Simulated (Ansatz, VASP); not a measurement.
## Sc in VASP and in Ansatz

```xyz
1
Lattice="0.0000 2.2705 2.3046 2.2705 0.0000 2.3046 2.2705 2.2705 0.0000" Properties=species:S:1:pos:R:3 pbc="T T T"
Sc    0.0000    0.0000    0.0000
```

Change from the starting cell: strain +0.000 along x and y, +0.015 along z, atoms carried along.

Alike in both runs: task single point; functional PBEsol; k mesh 18 × 18 × 18; occupations gaussian, width 0.15 eV; no spin polarisation.

|  | VASP | Ansatz |
| --- | --- | --- |
| version | VASP 6.6.1 | Ansatz 0.2.0 |
| potentials or method | VASP PAW PBE potentials, release 64 (Sc_sv), cutoff 520 eV | scalar-relativistic, plane waves, PAW |
| valence electrons in the cell | 11 | 11 |

|  | VASP | Ansatz | Ansatz less VASP |
| --- | --- | --- | --- |
| gap on the k mesh at the Fermi level (eV) | none | none | - |
| pressure (GPa) | -0.3 | -0.3 | 0.00 |
| traceless stress, the component that is largest in VASP (GPa) | -0.30 | -0.30 | 0.000 |

VASP's potentials were made for PBE, not for PBEsol. A gap of «none» marks a metal or a gap that the smearing closes.
